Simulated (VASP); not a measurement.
Al2InN3, 6 atoms in the cell. Symmetry: P-62m, No. 189, hexagonal system. Conventional cell: a = 4.544 Å, b = 4.544 Å, c = 5.152 Å, α = 90.00°, β = 90.00°, γ = 120.00°. Al (site symmetry -6) has 3 Al at 2.62 Å and 6 N at 2.90 Å within 3.5 Å. Within 2.7 Å of In (site symmetry -62m) lie 6 N at 2.07 to 2.47 Å. N (site symmetry m2m) has 2 In at 2.07 to 2.47 Å and 4 N at 2.30 Å within 2.7 Å. 

```yaml
Program: VASP 6.6.1
Task: relaxation of cell and atoms
Functional: PBE
Potentials_or_basis: VASP PAW PBE potentials, release 64 (Al, In_d, N)
Cutoff: 600 eV
k_mesh: 6 × 6 × 4
Occupations: gaussian, width 0.1 eV
Spin: no spin polarisation
Dipole_correction: no
Further_INCAR_settings: ALGO = Normal; EDIFF = 1e-06; IBRION = 2; EDIFFG = -0.04; NSW = 90; ISIF = 3
```

Potentials or basis: VASP PAW PBE potentials, release 64 (Al, In_d, N).

The run is started by

```bash
$ cat potpaw_PBE.64/Al/POTCAR potpaw_PBE.64/In_d/POTCAR potpaw_PBE.64/N/POTCAR > POTCAR
$ mpirun -np 1 vasp_std > vasp.out
```

Hardware: 1 thread of AMD EPYC 9R45 96-Core Processor (Zen 5), with other jobs on the host.

How long does it take, and how much memory?

Run time: 10 min on 1 thread of AMD EPYC 9R45 96-Core Processor (Zen 5) (shared host), peak memory 0.23 GiB. Counts: scf iterations 246, k points 21, ion steps 29.
